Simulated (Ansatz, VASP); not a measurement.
## Two plane-wave programs on SnGe2

Contents of INCAR:

```
SYSTEM = SnGe2
PREC = Accurate
ENCUT = 600
EDIFF = 1E-6
ISMEAR = 0
SIGMA = 0.1
LREAL = .FALSE.
LASPH = .TRUE.
NELM = 60
ALGO = Normal
ISIF = 3
LWAVE = .FALSE.
LCHARG = .FALSE.
GGA = PE
IBRION = 2
NSW = 90
EDIFFG = -0.04
```

Contents of KPOINTS:

```
regular mesh
0
G
  6 6 2
  0 0 0
```

POSCAR

```
SnGe2
1.0
    2.6965615000     -1.5857063200      0.0000000000
    2.6965615000      1.5857063200      0.0000000000
   -0.5238283800      0.0000000000      7.7924467400
Sn Ge
1 2
Direct
    0.5000000000      0.5000000000      0.0000000000
    0.8333333300      0.8333333300      0.6666666700
    0.1666666700      0.1666666700      0.3333333300
```

Input for Ansatz:

```yaml
crystal:
  lattice:
    - [2.6965615, -1.58570632, 0.0]
    - [2.6965615, 1.58570632, 0.0]
    - [-0.52382838, 0.0, 7.79244674]
  atoms:
    - { symbol: Sn, position: [0.5, 0.5, 0.0] }
    - { symbol: Ge, position: [0.83333333, 0.83333333, 0.66666667] }
    - { symbol: Ge, position: [0.16666667, 0.16666667, 0.33333333] }
basis:
  ecutwfc: 420
kpoints:
  mp_grid: { grid: [6, 6, 2] }
hamiltonian:
  xc: pbe
scf:
  occupations: { method: gaussian, width: 0.1 }
  lower_state_search: "off"
output:
  forces: true
  stress: true
  eigenvalues: true
relax:
  adjacent_minimum: "off"
  f_tol: 0.04
  max_steps: 70
  cell: { stress_tol: 0.4 }
```

Alike in both runs: task relaxation of cell and atoms; functional PBE; k mesh 6 × 6 × 2; occupations gaussian, width 0.1 eV; no spin polarisation.

|  | VASP | Ansatz |
| --- | --- | --- |
| version | VASP 6.6.1 | Ansatz 0.2.0 |
| potentials or method | VASP PAW PBE potentials, release 64 (Sn_d, Ge_d), cutoff 600 eV | scalar-relativistic, plane waves, PAW |
| valence electrons in the cell | 42 | 42 |

|  | VASP | Ansatz | Ansatz less VASP |
| --- | --- | --- | --- |
| gap on the k mesh at the Fermi level, each at its own relaxed structure (eV) | none | none | - |
| relaxed volume (Å³/atom) | 23.25 | 23.10 | -0.154 |
| relaxed cell length with the largest relative difference (Å) | 3.189 | 3.203 | +0.0145 |

A gap of «none» marks a metal or a gap that the smearing closes.

The k mesh is coarse, so the values compare programs but aren't converged.
